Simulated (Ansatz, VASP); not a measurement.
# SnO2: VASP beside Ansatz

```xyz
12
Lattice="-4.8265 0.0000 3.2382 4.8265 0.0000 3.2382 0.0000 4.8284 -3.2382" Properties=species:S:1:pos:R:3 pbc="T T T"
Sn    2.4133    2.4142    1.6191
Sn   -2.4133    2.4142    1.6191
Sn   -4.8265    0.0000    3.2382
Sn    0.0000    0.0000    3.2382
O     1.4793    1.4807    0.0000
O     1.4793    1.4807    3.2382
O    -0.9339    0.9335    4.8572
O    -0.9339    0.9335    1.6191
O     0.9339    3.8949    1.6191
O     0.9339    3.8949   -1.6191
O    -1.4793    3.3477    3.2382
O    -1.4793    3.3477    0.0000
```

Alike in both runs: functional PBE; k mesh 6 × 6 × 6; occupations gaussian, width 0.1 eV; no spin polarisation.

Ansatz relaxed the structure, and its values are those at the end. VASP's run is a single point on that final structure, the one shown.

|  | VASP | Ansatz |
| --- | --- | --- |
| version | VASP 6.6.1 | Ansatz 0.2.0 |
| potentials or method | VASP PAW PBE potentials, release 64 (Sn_d, O), cutoff 520 eV | scalar-relativistic, plane waves, PAW |
| valence electrons in the cell | 104 | 104 |

```csv
,VASP,Ansatz,Ansatz less VASP
gap on the k mesh at the Fermi level (eV),0.67,0.68,+0.012
least direct gap on the mesh (eV),0.67,0.68,+0.012
pressure (GPa),0.6,0.0,-0.61
rms of the force components (eV/Å),0.008,0.000,-0.0078
```
